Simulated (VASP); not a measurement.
# AlNi (Cmmm) in VASP: further runs

The runs below take AlNi through single point, with PBEsol, PBE0.

Program: VASP 6.6.1. These are calculated values, not measurements. Logs are shortened: lines on timing, memory, paths and dates and some standing lists are left out, and cuts for length are marked.

## (1) The cell of the first run

It takes space group Cmmm (No. 65, orthorhombic). Conventional cell: a = 3.877 Å, b = 3.906 Å, c = 3.099 Å, α = 90.00°, β = 90.00°, γ = 90.00°. Within 3.3 Å of Ni (site symmetry mmm) lie 8 Al at 2.48 to 2.49 Å and 6 Ni at 2.75 to 3.10 Å. Al (site symmetry mmm) has 8 Ni at 2.48 to 2.49 Å and 6 Al at 2.75 to 3.10 Å within 3.3 Å.

## (2) Single point, PBEsol, collinear spin, ferromagnetic start

Contents of INCAR:

```
SYSTEM = AlNi
PREC = Accurate
ENCUT = 690
EDIFF = 1E-6
ISMEAR = -1
SIGMA = 0.05
LREAL = .False.
LASPH = .True.
NELM = 200
ALGO = Normal
ISIF = 2
LWAVE = .False.
LCHARG = .True.
ISPIN = 2
MAGMOM = 1.5 0
LORBIT = 11
NUPDOWN = 1.5
LMAXMIX = 4
GGA = PS
LELF = .True.
LVHAR = .True.
NBANDS = 22
GGA_COMPAT = .False.
```

Contents of KPOINTS:

```
regular mesh
0
Gamma
  8 8 7
  0 0 0
```

Contents of POSCAR:

```
AlNi
1.0
    1.9386940000     -1.9531901500      0.0000000000
    1.9386940000      1.9531901500      0.0000000000
    0.0000000000      0.0000000000      3.0994300413
Ni Al
1 1
Direct
    0.5000000000      0.5000000000      0.5000000000
    0.0000000000      0.0000000000      0.0000000000
```

Potentials or basis: VASP PAW PBE potentials, release 64 (Ni_sv_GW, Al).

Started as:

```console
$ cat potpaw_PBE.64/Ni_sv_GW/POTCAR potpaw_PBE.64/Al/POTCAR > POTCAR
$ mpirun -np 1 vasp_std > vasp.out
```

OUTCAR:

```text
SYSTEM = AlNi
   PREC = Accurate
   ENCUT = 690
   EDIFF = 1E-6
   ISMEAR = -1
   LREAL = .False.
   LASPH = .True.
   NELM = 200
   ISIF = 2
   ISPIN = 2
   LORBIT = 11
   NUPDOWN = 1.5
   GGA = PS

 ion  position               nearest neighbor table
   1  0.500  0.500  0.500-   2 2.48   2 2.48   2 2.48   2 2.48   2 2.49   2 2.49   2 2.49   2 2.49

   2  0.000  0.000  0.000-   1 2.48   1 2.48   1 2.48   1 2.48   1 2.49   1 2.49   1 2.49   1 2.49

  LATTYP: Found a base centered orthorhombic cell.
 ALAT       =     3.8773880000
 B/A-ratio  =     1.0074772759
 C/A-ratio  =     0.7993603017

  Lattice vectors:

 A1 = (   1.9386940000,  -1.9531901500,   0.0000000000)
 A2 = (   1.9386940000,   1.9531901500,   0.0000000000)
 A3 = (   0.0000000000,   0.0000000000,   3.0994300413)

Analysis of symmetry for initial positions (statically):
=====================================================================
 Subroutine PRICEL returns:
 Original cell was already a primitive cell.

 Routine SETGRP: Setting up the symmetry group for a
 base centered orthorhombic supercell.

 Subroutine GETGRP returns: Found  8 space group operations
 (whereof  8 operations were pure point group operations)
 out of a pool of  8 trial point group operations.

The static configuration has the point symmetry D_2h.

Analysis of symmetry for dynamics (positions and initial velocities):
=====================================================================
 Subroutine PRICEL returns:
 Original cell was already a primitive cell.

 Routine SETGRP: Setting up the symmetry group for a
 base centered orthorhombic supercell.

 Subroutine GETGRP returns: Found  8 space group operations
 (whereof  8 operations were pure point group operations)
 out of a pool of  8 trial point group operations.

The dynamic configuration has the point symmetry D_2h.

Analysis of structural, dynamic, and magnetic symmetry:
=====================================================================
 Subroutine PRICEL returns:
 Original cell was already a primitive cell.

 Routine SETGRP: Setting up the symmetry group for a
 base centered orthorhombic supercell.

 Subroutine GETGRP returns: Found  8 space group operations
 (whereof  8 operations were pure point group operations)
 out of a pool of  8 trial point group operations.

The overall configuration has the point symmetry D_2h.

 Subroutine INISYM returns: Found  8 space group operations
 (whereof  8 operations are pure point group operations),
 and found     1 'primitive' translations

----------------------------------------------------------------------------------------

                                     Primitive cell

  volume of cell :      23.4728

  direct lattice vectors                    reciprocal lattice vectors
     1.938694000 -1.953190150  0.000000000     0.257905580 -0.255991461  0.000000000
     1.938694000  1.953190150  0.000000000     0.257905580  0.255991461  0.000000000
     0.000000000  0.000000000  3.099430041     0.000000000  0.000000000  0.322639965

  length of vectors
     2.751996764  2.751996764  3.099430041     0.363382603  0.363382603  0.322639965

  position of ions in fractional coordinates (direct lattice)
     0.500000000  0.500000000  0.500000000
     0.000000000  0.000000000  0.000000000

  ion indices of the primitive-cell ions
   primitive index   ion index
                 1           1
                 2           2

----------------------------------------------------------------------------------------

 KPOINTS: regular mesh

Automatic generation of k-mesh.
 Grid dimensions read from file:
 generate k-points for:    8    8    7

 Generating k-lattice:

  Cartesian coordinates                     Fractional coordinates (reciprocal lattice)
     0.032238197 -0.031998933  0.000000000     0.125000000  0.000000000  0.000000000
     0.032238197  0.031998933  0.000000000     0.000000000  0.125000000  0.000000000
     0.000000000  0.000000000  0.046091424     0.000000000  0.000000000  0.142857143

  Length of vectors
     0.045422825  0.045422825  0.046091424

  Shift w.r.t. Gamma in fractional coordinates (k-lattice)
     0.000000000  0.000000000  0.000000000

 Subroutine IBZKPT returns following result:
 ===========================================

 Found     84 irreducible k-points:

 Following reciprocal coordinates:
            Coordinates               Weight
  0.000000  0.000000  0.000000      1.000000
  0.125000  0.000000  0.000000      4.000000
  0.250000  0.000000  0.000000      4.000000
  0.375000  0.000000  0.000000      4.000000
  0.500000  0.000000  0.000000      2.000000
  0.125000  0.125000  0.000000      2.000000
[... 16 lines left out ...]
  0.125000  0.000000  0.142857      8.000000
  0.250000  0.000000  0.142857      8.000000
 [... further k-points ...]
   k-points           NKPTS =     84   k-points in BZ     NKDIM =     84   number of bands    NBANDS=     22
   number of dos      NEDOS =    301   number of ions     NIONS =      2
   total plane-waves  NPLWV =  16128
   dimension x,y,z NGX =    24 NGY =   24 NGZ =   28
   dimension x,y,z NGXF=    48 NGYF=   48 NGZF=   56
   ions per type =               1   1
   NGX,Y,Z   is equivalent  to a cutoff of  14.50, 14.50, 15.02 a.u.
   NGXF,Y,Z  is equivalent  to a cutoff of  29.00, 29.00, 30.04 a.u.
 SYSTEM =  AlNi
   PREC   = accura    normal or accurate (medium, high low for compatibility)
   ISTART =      0    job   : 0-new  1-cont  2-samecut
   ICHARG =      2    charge: 1-file 2-atom 10-const
   ISPIN  =      2    spin polarized calculation?
   LNONCOLLINEAR =      F non collinear calculations
   LSORBIT =      F    spin-orbit coupling
   LASPH  =      T    aspherical Exc in radial PAW
   ENCUT  =  690.0 eV  50.71 Ry    7.12 a.u.   5.89  5.89  6.64*2*pi/ulx,y,z
   NELM   =    200;   NELMIN=  2; NELMDL= -5     # of ELM steps
   EDIFF  = 0.1E-05   stopping-criterion for ELM
   LREAL  =      F    real-space projection
[... 7 lines left out ...]
   TEBEG  =    0.0;   TEEND  =   0.0 temperature during run
   PSTRESS=    0.0 pullay stress
   NELECT =      21.0000    total number of electrons
   NUPDOWN=       1.5000    fix difference up-down
   EMIN   =  10.00;   EMAX   =-10.00  energy-range for DOS
   EFERMI =   0.00;   METHOD = LEGACY
   ISMEAR =    -1;   SIGMA  =   0.05  broadening in eV -4-tet -1-fermi 0-gaus
   EFERMI_NEDOS =   21; number of points for ismear=-14 and -15
   IALGO  =     38    algorithm
   IMIX   =      4    mixing-type and parameters
     AMIX     =   0.40;   BMIX     =  1.00
     AMIX_MAG =   1.60;   BMIX_MAG =  1.00
  volume/ion in A,a.u.               =      11.74        79.20
  Fermi-wavevector in a.u.,A,eV,Ry     =   1.577464  2.980974 33.856627  2.488392
  Thomas-Fermi vector in A             =   2.678142
   LORBIT       =     11    0 simple, 1 ext, 2 COOP (PROOUT), +10 PAW based schemes
   GGA     = PS    functional components
   LHFCALC =     F    Hartree Fock is set to
   AEXX    =    0.0000 exact exchange contribution
   IVDW    =     0    specifies the selected vdW correction
   LEPSILON=     F    determine dielectric tensor
   LRPA    =     F    only Hartree local field effects (RPA)
 spin polarized calculation
  energy-cutoff  :      690.00
  volume of cell :       23.47
 maximum number of plane-waves:       984
   NGX = 11   NGY = 11   NGZ = 13

 number of electron      20.9999999 magnetization       1.5000000

 Free energy of the ion-electron system (eV)
  ---------------------------------------------------
  ext. energy  EPLUGINS =         0.00000000
  ---------------------------------------------------
  free energy    TOTEN  =       -11.18805646 eV

  energy without entropy =      -11.17613691  energy(sigma->0) =      -11.18209669

 E-fermi :   8.0361     XC(G=0): -12.5665

 val. band max:       11.5835269417   @ k =  -0.3750   0.2500   0.4286
 cond. band min:       8.0388347791   @ k =  -0.3750   0.3750   0.4286
 fundamental gap:     -3.5446921627
 Fermi energy:        11.5900118901

 spin component 1

 k-point     1 :       0.0000    0.0000    0.0000
  band No.  band energies     occupation
      1     -94.8000      1.00000
      2     -55.4066      1.00000
      3     -55.2680      1.00000
      4     -55.2625      1.00000
      5      -2.1181      1.00000
      6       4.9876      1.00000
[... 14 lines left out ...]
     21      32.5426      0.00000
     22      32.5536      0.00000

 k-point     2 :       0.1250    0.0000    0.0000
  band No.  band energies     occupation
      1     -94.7997      1.00000
      2     -55.4062      1.00000
      3     -55.2719      1.00000
      4     -55.2638      1.00000
      5      -1.8038      1.00000
      6       5.0632      1.00000
[... 14 lines left out ...]
     21      32.3008      0.00000
     22      32.7113      0.00000

 k-point     3 :       0.2500    0.0000    0.0000
  band No.  band energies     occupation
      1     -94.7986      1.00000
      2     -55.4050      1.00000
      3     -55.2846      1.00000
      4     -55.2634      1.00000
      5      -0.8782      1.00000
      6       5.1101      1.00000
[... 14 lines left out ...]
     21      29.8585      0.00000
     22      33.3639      0.00000
[... 476 lines left out ...]
 k-point    23 :       0.1250    0.0000    0.1429
  band No.  band energies     occupation
      1     -94.7995      1.00000
      2     -55.4078      1.00000
      3     -55.2718      1.00000
      4     -55.2636      1.00000
      5      -1.4819      1.00000
      6       4.9933      1.00000
[... 14 lines left out ...]
     21      31.9354      0.00000
     22      33.3483      0.00000

 k-point    24 :       0.2500    0.0000    0.1429
  band No.  band energies     occupation
      1     -94.7985      1.00000
      2     -55.4066      1.00000
      3     -55.2845      1.00000
      4     -55.2633      1.00000
      5      -0.5680      1.00000
      6       5.2075      1.00000
[... 14 lines left out ...]
     21      29.5098      0.00000
     22      33.2120      0.00000

 [... further k-points ...]

 spin component 2

 k-point     1 :       0.0000    0.0000    0.0000
  band No.  band energies     occupation
      1     -93.7063      1.00000
      2     -54.3194      1.00000
      3     -54.2091      1.00000
      4     -54.2024      1.00000
      5      -1.6033      1.00000
      6       6.0888      1.00000
[... 14 lines left out ...]
     21      33.0123      0.00000
     22      33.0141      0.00000

 k-point     2 :       0.1250    0.0000    0.0000
  band No.  band energies     occupation
      1     -93.7059      1.00000
      2     -54.3189      1.00000
      3     -54.2131      1.00000
      4     -54.2039      1.00000
      5      -1.2884      1.00000
      6       6.1678      1.00000
[... 14 lines left out ...]
     21      32.8367      0.00000
     22      33.2405      0.00000

 k-point     3 :       0.2500    0.0000    0.0000
  band No.  band energies     occupation
      1     -93.7048      1.00000
      2     -54.3177      1.00000
      3     -54.2260      1.00000
      4     -54.2037      1.00000
      5      -0.3603      1.00000
      6       6.0963      1.00000
[... 14 lines left out ...]
     21      30.3893      0.00000
     22      33.9051      0.00000
[... 476 lines left out ...]
 k-point    23 :       0.1250    0.0000    0.1429
  band No.  band energies     occupation
      1     -93.7058      1.00000
      2     -54.3206      1.00000
      3     -54.2129      1.00000
      4     -54.2037      1.00000
      5      -0.9667      1.00000
      6       6.0345      1.00000
[... 14 lines left out ...]
     21      32.4692      0.00000
     22      33.8621      0.00000

 k-point    24 :       0.2500    0.0000    0.1429
  band No.  band energies     occupation
      1     -93.7047      1.00000
      2     -54.3193      1.00000
      3     -54.2259      1.00000
      4     -54.2036      1.00000
      5      -0.0500      1.00000
      6       6.1927      1.00000
[... 14 lines left out ...]
     21      30.0490      0.00000
     22      33.7587      0.00000

 [... further k-points ...]
[... 5 lines left out ...]
  --------------------------------------------------------------------------------------
  -------------------------------------------------------------------------------------
  Total        1.9038666      1.7096364      1.1717450      0.0000000      0.0000000      0.0000000
  in kB      129.9515499    116.6940476     79.9793865      0.0000000      0.0000000      0.0000000
  external PRESSURE =     108.8749946 kB  Pullay stress =       0.0000000 kB

 VOLUME and BASIS-vectors are now :
 -----------------------------------------------------------------------------
  energy-cutoff  :      690.00
  volume of cell :       23.47
      direct lattice vectors                 reciprocal lattice vectors
     1.938694000 -1.953190150  0.000000000     0.257905580 -0.255991461  0.000000000
     1.938694000  1.953190150  0.000000000     0.257905580  0.255991461  0.000000000
     0.000000000  0.000000000  3.099430041     0.000000000  0.000000000  0.322639965

 POSITION                                       TOTAL-FORCE (eV/Angst)
 -----------------------------------------------------------------------------------
      1.93869      0.00000      1.54972         0.000000      0.000000      0.000000
      0.00000      0.00000      0.00000        -0.000000      0.000000      0.000000
 -----------------------------------------------------------------------------------
    total drift:                                0.000000      0.000000     -0.000000

  FREE ENERGIE OF THE ION-ELECTRON SYSTEM (eV)
  ---------------------------------------------------
  free  energy   TOTEN  =       -11.1880564645 eV

  energy  without entropy=      -11.1761369112  energy(sigma->0) =      -11.18209669

 total charge

# of ion       s       p       d       f       tot
--------------------------------------------------
    1        2.257   6.347   7.809   0.002  16.416
    2        0.398   0.426   0.000   0.000   0.824
--------------------------------------------------
tot          2.655   6.773   7.809   0.002  17.240

 magnetization (x)

# of ion       s       p       d       f       tot
--------------------------------------------------
    1        0.047   0.095   0.864   0.001   1.007
    2        0.031   0.072   0.000   0.000   0.103
--------------------------------------------------
tot          0.077   0.167   0.864   0.001   1.109
```

Wall time 59 s (1 thread of Intel Xeon 6975P-C (Granite Rapids), shared host); peak memory 0.25 GiB.

What came out:

| Property | Result |
| --- | --- |
| Free energy | -11.1881 eV |
| Pressure | 10.9 GPa |
| Net moment | 1.50 μB per cell |
| Site moments | Ni +1.01; Al +0.10 μB |
| Valence electrons inside the program's atomic spheres | Ni 16.42; Al 0.82 |

Stress tensor (GPa, compression positive):
```
13.00  0.00  0.00
 0.00 11.67  0.00
 0.00  0.00  8.00
```

Caveat: the cell stands under pressure; the PAW data sets were made with another functional, which shifts forces and pressure a little; the total moment is fixed, so each spin has its own Fermi level and the state may be an excited one.

## (3) Single point, PBE0, collinear spin, ferromagnetic start

This run uses another cell than the first one, of 11.03 Å³/atom.

Contents of POSCAR:

```
AlNi
1.0
    1.8991177115     -1.9133179386      0.0000000000
    1.8991177115      1.9133179386      0.0000000000
    0.0000000000      0.0000000000      3.0361586134
Ni Al
1 1
Direct
    0.5000000000      0.5000000000      0.5000000000
    0.0000000000      0.0000000000      0.0000000000
```

Contents of INCAR.step1:

```
SYSTEM = AlNi
PREC = Accurate
ENCUT = 520
EDIFF = 1E-5
ISMEAR = -1
SIGMA = 0.05
LREAL = .FALSE.
LASPH = .TRUE.
NELM = 200
ALGO = Normal
ISIF = 2
LWAVE = .TRUE.
ISPIN = 2
MAGMOM = 1 0
LORBIT = 11
LMAXMIX = 4
NBANDS = 18
GGA = PE
GGA_COMPAT = .FALSE.
KPAR = 4
```

Contents of INCAR.step2:

```
SYSTEM = AlNi
PREC = Accurate
ENCUT = 520
EDIFF = 1E-6
ISMEAR = -1
SIGMA = 0.05
LREAL = .FALSE.
LASPH = .TRUE.
NELM = 200
ALGO = Normal
ISIF = 2
LWAVE = .FALSE.
LCHARG = .TRUE.
ISPIN = 2
MAGMOM = 1 0
LORBIT = 11
LMAXMIX = 4
GGA = PE
LHFCALC = .TRUE.
AEXX = 0.25
PRECFOCK = Normal
LVHAR = .TRUE.
NBANDS = 18
ISTART = 1
GGA_COMPAT = .FALSE.
KPAR = 4
```

Contents of KPOINTS:

```
Automatic mesh
0
G
  6 6 6
  0 0 0
```

Potentials or basis: VASP PAW PBE potentials, release 64 (Ni, Al).

Started as:

```console
$ cat potpaw_PBE.64/Ni/POTCAR potpaw_PBE.64/Al/POTCAR > POTCAR
$ cp INCAR.step1 INCAR
$ mpirun -np 4 vasp_std > vasp.out
$ cp INCAR.step2 INCAR
$ mpirun -np 4 vasp_std > vasp.out
```

Run time: 33 min. Hardware: 4 MPI ranks of Intel Xeon Platinum 8375C at 2.90GHz (Ice Lake), shared host; peak memory 0.18 GiB.

The run converged. Its results:

```yaml
Free_energy: -12.7423 eV
Pressure: 12.9 GPa
Net_moment: -0.05 μB per cell
Site_moments: Ni -0.03; Al -0.00 μB
Valence_electrons_inside_the_program's_atomic_spheres: Ni 9.71; Al 0.92
```

Stress tensor (GPa, compression positive):
```
15.89  0.00  0.00
 0.00 13.68  0.00
 0.00  0.00  9.15
```

Levels at points of the mesh, in eV from the Fermi level:
Spin up:
| k point | band 4 | band 5 | band 6 | band 7 | band 8 | band 9 | band 10 | band 11 |
| --- | --- | --- | --- | --- | --- | --- | --- | --- |
| (0.00, 0.00, 0.00) | -3.15 | -3.13 | -3.02 | 3.96 | 8.60 | 8.63 | 8.64 | 10.24 |
| (0.50, 0.00, 0.00) | -4.48 | -3.87 | -3.01 | -1.00 | 9.15 | 9.37 | 11.36 | 13.53 |
| (0.50, 0.50, 0.00) | -4.12 | -3.40 | -3.26 | -1.92 | 3.26 | 4.39 | 12.74 | 15.51 |
| (0.00, 0.00, 0.50) | -3.70 | -3.68 | -2.98 | -2.59 | 9.65 | 13.14 | 13.17 | 13.66 |
| (0.50, 0.00, 0.50) | -3.91 | -3.79 | -3.47 | -2.61 | 2.31 | 3.19 | 15.86 | 17.80 |
| (0.50, 0.50, 0.50) | -2.58 | -1.91 | 2.43 | 2.73 | 2.88 | 5.21 | 5.32 | 5.46 |
Spin down:
| k point | band 5 | band 6 | band 7 | band 8 | band 9 | band 10 |
| --- | --- | --- | --- | --- | --- | --- |
| (0.00, 0.00, 0.00) | -3.16 | -3.06 | 3.93 | 8.56 | 8.58 | 8.62 |
| (0.50, 0.00, 0.00) | -3.91 | -3.05 | -1.07 | 9.13 | 9.34 | 11.33 |
| (0.50, 0.50, 0.00) | -3.42 | -3.28 | -1.96 | 3.19 | 4.35 | 12.71 |
| (0.00, 0.00, 0.50) | -3.70 | -3.02 | -2.73 | 9.63 | 13.12 | 13.15 |
| (0.50, 0.00, 0.50) | -3.83 | -3.52 | -2.76 | 2.28 | 3.15 | 15.84 |
| (0.50, 0.50, 0.50) | -1.95 | 2.40 | 2.72 | 2.86 | 5.18 | 5.27 |

Caveat: the k points lie up to 0.39 Å⁻¹ apart; the moments typed at the start vanished in this run; the PAW data sets were made with another functional, which shifts forces and pressure a little.

(Part 1 of 2 ends here.)
